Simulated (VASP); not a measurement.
Nb, 1 atom in the cell. Symmetry: Fm-3m, No. 225, cubic system. Conventional cell: a = 4.301 Å, b = 4.301 Å, c = 4.301 Å, α = 90.00°, β = 90.00°, γ = 90.00°. Within 4.0 Å of Nb (site symmetry m-3m) lie 12 Nb at 3.04 Å.  This cell differs from its parent crystal: volume scaled by 1.04.

| Property | Result |
| --- | --- |
| Program | VASP 6.6.1 |
| Task | single point |
| Functional | RPBE |
| Potentials or basis | VASP PAW PBE potentials, release 64 (Nb_sv) |
| Cutoff | 520 eV |
| k mesh | 21 × 21 × 21 |
| Occupations | fermi-dirac, width 0.1 eV |
| Spin | no spin polarisation |
| Dipole correction | no |
| Further INCAR settings | ALGO = Normal; EDIFF = 1e-07; NBANDS = 12 |

Potentials or basis: VASP PAW PBE potentials, release 64 (Nb_sv).

Launch:

```console
$ cat potpaw_PBE.64/Nb_sv/POTCAR > POTCAR
$ mpirun -np 1 vasp_std > vasp.out
```

Hardware: 1 thread of Intel Xeon 6975P-C (shared host).

Task: How long does it take, and how much memory?

Result: Wall time 34 s on 1 thread of Intel Xeon 6975P-C (shared host), peak memory 0.19 GiB. Counts: scf iterations 12, k points 286.
